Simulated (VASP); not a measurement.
# BeS (Fd-3m) in VASP: a series of runs

Runs on BeS. Level: PBE. Tasks: single point, relaxation of cell and atoms.

Program: VASP 6.6.1. These are calculated values, not measurements. Logs are shortened: lines on timing, memory, paths and dates and some standing lists are left out, and cuts for length are marked.

## (1) The cell of the first run

Symmetry: Fd-3m, No. 227, cubic system. Conventional cell: a = 5.932 Å, b = 5.932 Å, c = 5.932 Å, α = 90.00°, β = 90.00°, γ = 90.00°. Be (site symmetry -43m) has 4 Be at 2.57 Å and 10 S at 2.57 to 2.97 Å within 3.4 Å. S (site symmetry -43m) has 10 Be at 2.57 to 2.97 Å and 4 S at 2.57 Å within 3.4 Å.

## (2) Single point, PBE

INCAR reads:

```
  PREC = Accurate
  ENCUT = 520
  EDIFF = 1E-6
  ISMEAR = 0
  SIGMA = 0.1
  LREAL = False
  LASPH = True
  NELM = 60
  ALGO = Normal
  ISIF = 2
  LWAVE = False
  LCHARG = True
  GGA = PE
  LELF = True
  LVHAR = True
  NBANDS = 16
```

KPOINTS reads:

```
Automatic mesh
0
Gamma
  6 6 6
```

POSCAR reads:

```
BeS
1.0
    0.0000000000      2.9658041769      2.9658041769
    2.9658041769      0.0000000000      2.9658041769
    2.9658041769      2.9658041769      0.0000000000
Be S
2 2
Direct
    0.5000000000      0.5000000000      0.5000000000
    0.7500000000      0.7500000000      0.7500000000
    0.0000000000      0.0000000000      0.0000000000
    0.2500000000      0.2500000000      0.2500000000
```

Potentials or basis: VASP PAW PBE potentials, release 64 (Be, S).

Run with:

```console
> cat potpaw_PBE.64/Be/POTCAR potpaw_PBE.64/S/POTCAR > POTCAR
> mpirun -np 1 vasp_std > vasp.out
```

OUTCAR:

```text
PREC = Accurate
   ENCUT = 520
   EDIFF = 1E-6
   ISMEAR = 0
   LREAL = False
   LASPH = True
   NELM = 60
   ISIF = 2
   GGA = PE

 ion  position               nearest neighbor table
   1  0.500  0.500  0.500-   4 2.57   4 2.57   4 2.57   4 2.57
   2  0.750  0.750  0.750-   3 2.57   3 2.57   3 2.57   3 2.57
   3  0.000  0.000  0.000-   2 2.57   2 2.57   2 2.57   2 2.57   4 2.57   4 2.57   4 2.57   4 2.57

   4  0.250  0.250  0.250-   3 2.57   3 2.57   3 2.57   1 2.57   3 2.57   1 2.57   1 2.57   1 2.57

  LATTYP: Found a face centered cubic cell.
 ALAT       =     5.9316083538

  Lattice vectors:

 A1 = (   0.0000000000,   2.9658041769,   2.9658041769)
 A2 = (   2.9658041769,   0.0000000000,   2.9658041769)
 A3 = (   2.9658041769,   2.9658041769,   0.0000000000)

Analysis of symmetry for initial positions (statically):
=====================================================================
 Subroutine PRICEL returns:
 Original cell was already a primitive cell.

 Routine SETGRP: Setting up the symmetry group for a
 face centered cubic supercell.

 Subroutine GETGRP returns: Found 48 space group operations
 (whereof 24 operations were pure point group operations)
 out of a pool of 48 trial point group operations.

The static configuration has the point symmetry T_d .
 The point group associated with its full space group is O_h .

Analysis of symmetry for dynamics (positions and initial velocities):
=====================================================================
 Subroutine PRICEL returns:
 Original cell was already a primitive cell.

 Routine SETGRP: Setting up the symmetry group for a
 face centered cubic supercell.

 Subroutine GETGRP returns: Found 48 space group operations
 (whereof 24 operations were pure point group operations)
 out of a pool of 48 trial point group operations.

The dynamic configuration has the point symmetry T_d .
 The point group associated with its full space group is O_h .

 Subroutine INISYM returns: Found 48 space group operations
 (whereof 24 operations are pure point group operations),
 and found     1 'primitive' translations

----------------------------------------------------------------------------------------

                                     Primitive cell

  volume of cell :      52.1744

  direct lattice vectors                    reciprocal lattice vectors
     0.000000000  2.965804177  2.965804177    -0.168588339  0.168588339  0.168588339
     2.965804177  0.000000000  2.965804177     0.168588339 -0.168588339  0.168588339
     2.965804177  2.965804177  0.000000000     0.168588339  0.168588339 -0.168588339

  length of vectors
     4.194280490  4.194280490  4.194280490     0.292003569  0.292003569  0.292003569

  position of ions in fractional coordinates (direct lattice)
     0.500000000  0.500000000  0.500000000
     0.750000000  0.750000000  0.750000000
     0.000000000  0.000000000  0.000000000
     0.250000000  0.250000000  0.250000000

  ion indices of the primitive-cell ions
   primitive index   ion index
                 1           1
                 2           2
                 3           3
                 4           4

----------------------------------------------------------------------------------------

 KPOINTS: Automatic mesh

Automatic generation of k-mesh.
 Grid dimensions read from file:
 generate k-points for:    6    6    6

 Generating k-lattice:

  Cartesian coordinates                     Fractional coordinates (reciprocal lattice)
    -0.028098057  0.028098057  0.028098057     0.166666667  0.000000000  0.000000000
     0.028098057 -0.028098057  0.028098057     0.000000000  0.166666667  0.000000000
     0.028098057  0.028098057 -0.028098057     0.000000000  0.000000000  0.166666667

  Length of vectors
     0.048667261  0.048667261  0.048667261

  Shift w.r.t. Gamma in fractional coordinates (k-lattice)
     0.000000000  0.000000000  0.000000000

 Subroutine IBZKPT returns following result:
 ===========================================

 Found     16 irreducible k-points:

 Following reciprocal coordinates:
            Coordinates               Weight
  0.000000  0.000000  0.000000      1.000000
  0.166667  0.000000  0.000000      8.000000
  0.333333  0.000000  0.000000      8.000000
  0.500000  0.000000  0.000000      4.000000
  0.166667  0.166667  0.000000      6.000000
  0.333333  0.166667  0.000000     24.000000
[... 8 lines left out ...]
 -0.333333  0.333333  0.166667     24.000000
 -0.333333  0.500000  0.166667     12.000000
   k-points           NKPTS =     16   k-points in BZ     NKDIM =     16   number of bands    NBANDS=     16
   number of dos      NEDOS =    301   number of ions     NIONS =      4
   total plane-waves  NPLWV =  32768
   dimension x,y,z NGX =    32 NGY =   32 NGZ =   32
   dimension x,y,z NGXF=    64 NGYF=   64 NGZF=   64
   ions per type =               2   2
   NGX,Y,Z   is equivalent  to a cutoff of  12.68, 12.68, 12.68 a.u.
   NGXF,Y,Z  is equivalent  to a cutoff of  25.37, 25.37, 25.37 a.u.
 SYSTEM =  unknown system
   PREC   = accura    normal or accurate (medium, high low for compatibility)
   ISTART =      0    job   : 0-new  1-cont  2-samecut
   ICHARG =      2    charge: 1-file 2-atom 10-const
   ISPIN  =      1    spin polarized calculation?
   LNONCOLLINEAR =      F non collinear calculations
   LSORBIT =      F    spin-orbit coupling
   LASPH  =      T    aspherical Exc in radial PAW
   ENCUT  =  520.0 eV  38.22 Ry    6.18 a.u.   7.80  7.80  7.80*2*pi/ulx,y,z
   NELM   =     60;   NELMIN=  2; NELMDL= -5     # of ELM steps
   EDIFF  = 0.1E-05   stopping-criterion for ELM
   LREAL  =      F    real-space projection
   EDIFFG = 0.1E-04   stopping-criterion for IOM
   NSW    =      0    number of steps for IOM
   IBRION =     -1    ionic relax: 0-MD 1-quasi-New 2-CG
   NFREE  =      0    steps in history (QN), initial steepest desc. (CG)
   ISIF   =      2    stress and relaxation
   ISYM   =      2    0-nonsym 1-usesym 2-fastsym
   POTIM  = 0.5000    time-step for ionic-motion
   TEBEG  =    0.0;   TEEND  =   0.0 temperature during run
   PSTRESS=    0.0 pullay stress
   NELECT =      16.0000    total number of electrons
   NUPDOWN=      -1.0000    fix difference up-down
   EMIN   =  10.00;   EMAX   =-10.00  energy-range for DOS
   EFERMI =   0.00;   METHOD = LEGACY
   ISMEAR =     0;   SIGMA  =   0.10  broadening in eV -4-tet -1-fermi 0-gaus
   EFERMI_NEDOS =   21; number of points for ismear=-14 and -15
   IALGO  =     38    algorithm
   IMIX   =      4    mixing-type and parameters
     AMIX     =   0.40;   BMIX     =  1.00
     AMIX_MAG =   1.60;   BMIX_MAG =  1.00
  volume/ion in A,a.u.               =      13.04        88.02
  Fermi-wavevector in a.u.,A,eV,Ry     =   1.103983  2.086225 16.582485  1.218778
  Thomas-Fermi vector in A             =   2.240449
   LORBIT       =      0    0 simple, 1 ext, 2 COOP (PROOUT), +10 PAW based schemes
   GGA     = PE    functional components
   LHFCALC =     F    Hartree Fock is set to
   AEXX    =    0.0000 exact exchange contribution
   IVDW    =     0    specifies the selected vdW correction
   LEPSILON=     F    determine dielectric tensor
   LRPA    =     F    only Hartree local field effects (RPA)
 non-spin polarized calculation
 Gauss-broadening in eV      SIGMA  =   0.10
  energy-cutoff  :      520.00
  volume of cell :       52.17
 maximum number of plane-waves:      1420
   NGX = 15   NGY = 15   NGZ = 15

 number of electron      15.9999999 magnetization

 Free energy of the ion-electron system (eV)
  ---------------------------------------------------
  ext. energy  EPLUGINS =         0.00000000
  ---------------------------------------------------
  free energy    TOTEN  =       -12.25573547 eV

  energy without entropy =      -12.24406375  energy(sigma->0) =      -12.24989961

 E-fermi :   7.2917     XC(G=0): -10.5762

 val. band max:        7.2684426988   @ k =   0.1667   0.1667   0.0000
 cond. band min:       7.2932930640   @ k =   0.5000   0.0000   0.0000
 fundamental gap:      0.0248503652
 Fermi energy:         7.2917118466

 k-point     1 :       0.0000    0.0000    0.0000
  band No.  band energies     occupation
      1      -9.2208      2.00000
      2      -2.6351      2.00000
      3       2.7483      2.00000
      4       2.7483      2.00000
      5       2.7483      2.00000
      6       4.1700      2.00000
[... 8 lines left out ...]
     15      14.0089      0.00000
     16      16.2489      0.00000

 k-point     2 :       0.1667    0.0000    0.0000
  band No.  band energies     occupation
      1      -8.9874      2.00000
      2      -3.2452      2.00000
      3       1.7486      2.00000
      4       2.3343      2.00000
      5       2.3343      2.00000
      6       4.6025      2.00000
[... 8 lines left out ...]
     15      14.5155      0.00000
     16      14.8686      0.00000

 k-point     3 :       0.3333    0.0000    0.0000
  band No.  band energies     occupation
      1      -8.3686      2.00000
      2      -4.5293      2.00000
      3       0.6838      2.00000
      4       1.8849      2.00000
      5       1.8849      2.00000
      6       4.7886      2.00000
[... 8 lines left out ...]
     15      14.0311      0.00000
     16      16.0632      0.00000

 k-point     4 :       0.5000    0.0000    0.0000
  band No.  band energies     occupation
      1      -7.8844      2.00000
      2      -5.3134      2.00000
      3       0.3304      2.00000
      4       1.7320      2.00000
      5       1.7320      2.00000
      6       4.6559      2.00000
[... 8 lines left out ...]
     15      14.4254      0.00000
     16      17.1037      0.00000
[... 172 lines left out ...]
 k-point    14 :       0.5000    0.3333    0.1667
  band No.  band energies     occupation
      1      -7.7896      2.00000
      2      -5.2440      2.00000
      3      -0.3931      2.00000
      4       0.6648      2.00000
      5       3.2484      2.00000
      6       3.8177      2.00000
[... 8 lines left out ...]
     15      14.7977      0.00000
     16      14.8736      0.00000

 k-point    15 :      -0.3333    0.3333    0.1667
  band No.  band energies     occupation
      1      -7.2577      2.00000
      2      -5.8880      2.00000
      3      -0.7666      2.00000
      4       0.3463      2.00000
      5       3.2051      2.00000
      6       4.5326      2.00000
[... 8 lines left out ...]
     15      15.1395      0.00000
     16      15.5574      0.00000

 k-point    16 :      -0.3333    0.5000    0.1667
  band No.  band energies     occupation
      1      -6.5862      2.00000
      2      -6.5862      2.00000
      3      -0.3481      2.00000
      4      -0.3481      2.00000
      5       3.4396      2.00000
      6       3.4396      2.00000
[... 8 lines left out ...]
     15      15.1847      0.00000
     16      15.1847      0.00000

------------------------ aborting loop because EDIFF is reached ----------------------------------------

  FORCE on cell =-STRESS in cart. coord.  units (eV):
  Direction    XX          YY          ZZ          XY          YZ          ZX
  --------------------------------------------------------------------------------------
  -------------------------------------------------------------------------------------
  Total       -0.0302782     -0.0302782     -0.0302782      0.0000000      0.0000000     -0.0000000
  in kB       -0.9297874     -0.9297874     -0.9297874      0.0000000      0.0000000     -0.0000000
  external PRESSURE =      -0.9297874 kB  Pullay stress =       0.0000000 kB

 VOLUME and BASIS-vectors are now :
 -----------------------------------------------------------------------------
  energy-cutoff  :      520.00
  volume of cell :       52.17
      direct lattice vectors                 reciprocal lattice vectors
     0.000000000  2.965804177  2.965804177    -0.168588339  0.168588339  0.168588339
     2.965804177  0.000000000  2.965804177     0.168588339 -0.168588339  0.168588339
     2.965804177  2.965804177  0.000000000     0.168588339  0.168588339 -0.168588339

 POSITION                                       TOTAL-FORCE (eV/Angst)
 -----------------------------------------------------------------------------------
      2.96580      2.96580      2.96580        -0.000000     -0.000000     -0.000000
      4.44871      4.44871      4.44871         0.000000      0.000000      0.000000
      0.00000      0.00000      0.00000         0.000000     -0.000000     -0.000000
      1.48290      1.48290      1.48290         0.000000      0.000000      0.000000
 -----------------------------------------------------------------------------------
    total drift:                               -0.000000      0.000000      0.000000

  FREE ENERGIE OF THE ION-ELECTRON SYSTEM (eV)
  ---------------------------------------------------
  free  energy   TOTEN  =       -12.2557354661 eV

  energy  without entropy=      -12.2440637523  energy(sigma->0) =      -12.24989961
```

Run time: 9.5 s. Hardware: 1 thread of Intel Xeon Platinum 8259CL at 2.50GHz (Skylake/Cascade Lake), shared host; peak memory 0.17 GiB.

What came out:

```yaml
Free_energy: -12.2557 eV
Pressure: -0.1 GPa
Band_gap_on_the_k_mesh: zero (band 8 reaches 8.14 eV, above the bottom of band 9 at 5.42 eV)
```

## (3) Relaxation of cell and atoms, PBE

This run uses another cell than the first one, of 14.99 Å³/atom, 1.149 times its volume.

INCAR reads:

```
  PREC = Accurate
  ENCUT = 600
  EDIFF = 1E-6
  ISMEAR = 0
  SIGMA = 0.1
  LREAL = False
  LASPH = True
  NELM = 80
  ALGO = Normal
  ISIF = 3
  LWAVE = False
  LCHARG = False
  GGA = PE
  IBRION = 2
  NSW = 90
  EDIFFG = -0.04
```

KPOINTS reads:

```
regular mesh
0
Gamma
  6 6 6
```

POSCAR reads:

```
BeS
1.0
    0.0000000000      3.1063293736      3.1063293736
    3.1063293736      0.0000000000      3.1063293736
    3.1063293736      3.1063293736      0.0000000000
Be S
2 2
Direct
    0.5000000000      0.5000000000      0.5000000000
    0.7500000000      0.7500000000      0.7500000000
    0.0000000000      0.0000000000      0.0000000000
    0.2500000000      0.2500000000      0.2500000000
```

Potentials or basis: VASP PAW PBE potentials, release 64 (Be, S).

Run with:

```console
> cat potpaw_PBE.64/Be/POTCAR potpaw_PBE.64/S/POTCAR > POTCAR
> mpirun -np 1 vasp_std > vasp.out
```

It took 27 s on 1 thread of Intel Xeon Platinum 8259CL at 2.50GHz (Skylake/Cascade Lake), shared host; peak memory 0.2 GiB.

The run converged. Its results:

```
Free energy                            : -12.2566 eV
Relaxed volume                         : 13.07 Å³/atom
Relaxed cell                           : a = 4.198 Å, b = 4.198 Å, c = 4.198 Å, α = 60.00°, β = 60.00°, γ = 60.00°
Space group after relaxing (to 0.05 Å) : Fd-3m (No. 227)
Energy gained by relaxing              : 54.6 meV/atom
Ionic steps                            : 3
Pressure after relaxing                : -0.2 GPa
Band gap on the k mesh                 : zero (band 8 reaches 8.10 eV, above the bottom of band 9 at 5.38 eV)
```

Step by step:
| step | energy change (eV) | largest force (eV/Å) | pressure (GPa) | volume (Å³) |
| --- | --- | --- | --- | --- |
| 1 | 0.0000 | 0.0000 | -8.04 | 59.95 |
| 2 | -0.2090 | 0.0000 | -1.99 | 53.65 |
| 3 | -0.2183 | 0.0000 | -0.22 | 52.30 |

Final structure:
```
Be S
1.0
     0.00000    2.96818    2.96818
     2.96818    0.00000    2.96818
     2.96818    2.96818    0.00000
Be S
2 2
Direct
  0.50000 0.50000 0.50000
  0.75000 0.75000 0.75000
  0.00000 0.00000 0.00000
  0.25000 0.25000 0.25000
```

Levels at points of the mesh, in eV from the Fermi level:
```tsv
k point	band 4	band 5	band 6	band 7	band 8	band 9	band 10	band 11	band 12
(0.00, 0.00, 0.00)	-4.53	-4.53	-3.11	-3.11	-3.11	-1.88	1.30	1.30	1.30
(0.50, 0.00, 0.00)	-5.55	-5.55	-2.63	-2.63	0.00	0.36	2.26	2.87	2.87
(0.50, 0.50, 0.00)	-7.06	-5.22	-5.22	0.84	0.84	2.27	2.27	3.36	3.36
```
